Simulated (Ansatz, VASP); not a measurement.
## Sc: VASP beside Ansatz

File INCAR:

```
SYSTEM = Sc
ALGO = Fast
EDIFF = 1E-6
ENCUT = 520
GGA = PE
ISIF = 2
ISMEAR = 0
LASPH = .TRUE.
LCHARG = .TRUE.
LELF = .TRUE.
LREAL = .FALSE.
LVHAR = .TRUE.
LWAVE = .FALSE.
NBANDS = 18
NELM = 60
PREC = Accurate
SIGMA = 0.15
```

Contents of KPOINTS:

```
k-points
0
G
  18 18 10
  0 0 0
```

Contents of POSCAR:

```
Sc
1.0
    3.4080618342      0.0000000000      0.0000000000
   -1.7040309171      2.9514681261      0.0000000000
    0.0000000000      0.0000000000      5.1889800000
Sc
2
Direct
    0.3333333333      0.6666666667      0.2500000000
    0.6666666667      0.3333333333      0.7500000000
```

Input for Ansatz:

```yaml
crystal:
  lattice:
    - [3.4080618342, 0.0, 0.0]
    - [-1.7040309171, 2.9514681261, 0.0]
    - [0.0, 0.0, 5.18898]
  atoms:
    - { symbol: Sc, position: [0.3333333333, 0.6666666667, 0.25] }
    - { symbol: Sc, position: [0.6666666667, 0.3333333333, 0.75] }
basis:
  ecutwfc: 420
kpoints:
  mp_grid: { grid: [18, 18, 10] }
hamiltonian:
  xc: pbe
scf:
  occupations: { method: gaussian, width: 0.15 }
output:
  forces: true
  stress: true
  eigenvalues: true
```

Change from the starting cell: strain +0.030 along x and y, -0.015 along z, atoms carried along.

Alike in both runs: task single point; functional PBE; k mesh 18 × 18 × 10; occupations gaussian, width 0.15 eV; no spin polarisation.

|  | VASP | Ansatz |
| --- | --- | --- |
| version | VASP 6.6.1 | Ansatz 0.2.0 |
| potentials or method | VASP PAW PBE potentials, release 64 (Sc_sv), cutoff 520 eV | scalar-relativistic, plane waves, PAW |
| valence electrons in the cell | 22 | 22 |

|  | VASP | Ansatz | Ansatz less VASP |
| --- | --- | --- | --- |
| gap on the k mesh at the Fermi level (eV) | none | none | - |
| pressure (GPa) | -2.8 | -2.8 | -0.03 |
| traceless stress, the component that is largest in VASP (GPa) | 1.11 | 1.11 | -0.003 |

A gap of «none» marks a metal or a gap that the smearing closes. The functional is the same, so the differences come from potentials, cutoffs and numerics.
